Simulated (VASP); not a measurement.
A run of VASP 6.6.1 is set up as follows.

Contents of INCAR:

```
SYSTEM = BP
PREC = Accurate
ENCUT = 520
EDIFF = 1E-7
ISMEAR = 0
SIGMA = 0.01
LREAL = .False.
LASPH = .True.
NELM = 80
ALGO = Normal
ISIF = 2
LWAVE = .False.
LCHARG = .True.
LELF = .True.
LVHAR = .True.
NBANDS = 11
```

Contents of KPOINTS:

```
regular mesh
0
Gamma
  10 10 10
  0 0 0
```

POSCAR

```
BP
1.0
    0.0000000000      2.2301628116      2.2301628116
    2.2301628116      0.0000000000      2.2301628116
    2.2301628116      2.2301628116      0.0000000000
B P
1 1
Direct
    0.0000000000      0.0000000000      0.0000000000
    0.7500000000      0.7500000000      0.7500000000
```

Potentials or basis: VASP PAW LDA potentials, release 64 (B, P).

Run with:

```bash
$ cat potpaw_LDA.64/B/POTCAR potpaw_LDA.64/P/POTCAR > POTCAR
$ mpirun -np 1 vasp_std > vasp.out
```

Q: Estimate the pressure.

A: 3.6 GPa.

Q: Estimate the band gap on the k mesh.

A: 1.13 eV, indirect (least direct gap 3.46 eV).

 A k mesh can miss the band edges.
